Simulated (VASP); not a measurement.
Write the native input for VASP 6.6.1 that does the following.

```
Task                   : single point
Functional             : LDA
Potentials or basis    : VASP PAW LDA potentials, release 64 (Rh_pv)
Cutoff                 : 520 eV
k mesh                 : 12 × 12 × 12
Occupations            : fermi-dirac, width 0.05 eV
Spin                   : no spin polarisation
Dipole correction      : no
Further INCAR settings : ALGO = Fast; EDIFF = 1e-07; NBANDS = 14
```

The structure of Rh lies in POSCAR:

```
Rh
1.0
    0.0000000000      1.8722002341      1.8722002341
    1.8722002341      0.0000000000      1.8722002341
    1.8722002341      1.8722002341      0.0000000000
Rh
1
Direct
    0.0000000000      0.0000000000      0.0000000000
```

One way to write it, as run:

INCAR

```
SYSTEM = Rh
  PREC = Accurate
  ENCUT = 520
  EDIFF = 1E-7
  ISMEAR = -1
  SIGMA = 0.05
  LREAL = .False.
  LASPH = .True.
  NELM = 100
  ALGO = Fast
  ISIF = 2
  LWAVE = .False.
  LCHARG = .False.
  GGA = CA
  NBANDS = 14
```

KPOINTS

```
regular mesh
0
Gamma
  12 12 12
  0 0 0
```

Potentials or basis: VASP PAW LDA potentials, release 64 (Rh_pv).

Command:

```sh
$ cat potpaw_LDA.64/Rh_pv/POTCAR > POTCAR
$ mpirun -np 1 vasp_std > vasp.out
```

Results of the run:

```
Pressure : 3.2 GPa
```

Wall time 9.5 s on 1 thread of AMD EPYC 7R13 Processor (Zen 3), with other jobs on the host, peak memory 0.09 GiB.
